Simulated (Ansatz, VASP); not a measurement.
# AlP: VASP beside Ansatz

The input INCAR:

```
SYSTEM = AlP
  ALGO = Normal
  EDIFF = 1E-6
  ENCUT = 500
  GGA = PE
  GGA_COMPAT = .False.
  ISIF = 2
  ISMEAR = 0
  LASPH = .True.
  LCHARG = .False.
  LREAL = .False.
  LWAVE = .False.
  NBANDS = 11
  NELM = 120
  PREC = Accurate
  SIGMA = 0.01
```

KPOINTS

```
k-points
0
Gamma
  8 8 8
  0 0 0
```

Contents of POSCAR:

```
AlP
1.0
    0.0000000000      2.7255000000      2.7255000000
    2.7255000000      0.0000000000      2.7255000000
    2.7255000000      2.7255000000      0.0000000000
Al P
1 1
Direct
    0.0000000000      0.0000000000      0.0000000000
    0.7500000000      0.7500000000      0.7500000000
```

Input for Ansatz:

```yaml
crystal:
  lattice:
    bravais: fcc
    a: 5.451
  space_group: 216
  atoms:
    - { symbol: Al, position: [0.0, 0.0, 0.0] }
    - { symbol: P, position: [0.25, 0.25, 0.75] }
  reduce_to_primitive: true
kpoints:
  mp_grid:
    grid: [8, 8, 8]
    shift: [0.0, 0.0, 0.0]
hamiltonian:
  xc: pbe
  pseudopotentials:
    kind: paw
scf:
  occupations:
    method: fixed
output:
  forces: true
  stress: true
  eigenvalues: true
```

Alike in both runs: task single point; functional PBE; k mesh 8 × 8 × 8; no spin polarisation.

|  | VASP | Ansatz |
| --- | --- | --- |
| version | VASP 6.6.1 | Ansatz 0.2.0 |
| potentials or method | VASP PAW PBE potentials, release 64 (Al, P) | plane waves, PAW |
| plane-wave cutoff (eV) | 500 | 420 |
| occupations | gaussian, width 0.01 eV | fixed |
| valence electrons in the cell | 8 | 8 |

```csv
,VASP,Ansatz,Ansatz less VASP
gap on the k mesh at the Fermi level (eV),1.57,1.57,+0.002
pressure (GPa),2.6,2.7,+0.10
```
